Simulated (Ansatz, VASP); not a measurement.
# Pt: VASP beside Ansatz

```
Pt
1.0
     2.76376    0.00000    0.00000
    -1.38188    2.39349    0.00000
     0.00000    0.00000    9.29830
Pt
4
Direct
  0.00000 0.00000 0.00000
  0.00000 0.00000 0.50000
  0.33333 0.66667 0.25000
  0.66667 0.33333 0.75000
```

Alike in both runs: task single point; functional BLYP; k mesh 14 × 14 × 4; occupations fermi-dirac, width 0.1 eV; no spin polarisation.

|  | VASP | Ansatz |
| --- | --- | --- |
| version | VASP 6.6.1 | Ansatz 0.2.0 |
| potentials or method | VASP PAW PBE potentials, release 64 (Pt), cutoff 520 eV | plane waves (420 eV) with PAW, scalar-relativistic |
| valence electrons in the cell | 40 | 72 |

|  | VASP | Ansatz | Ansatz less VASP |
| --- | --- | --- | --- |
| pressure (GPa) | 21.9 | 20.4 | -1.46 |
| traceless stress, the component that is largest in VASP (GPa) | -1.13 | -0.96 | +0.171 |

VASP's potentials were made for PBE, not for BLYP. VASP's potentials hold 40 valence electrons a cell and Ansatz's 72, so a difference there can come from the potentials and not from the codes.

Neither program's run includes spin-orbit coupling.
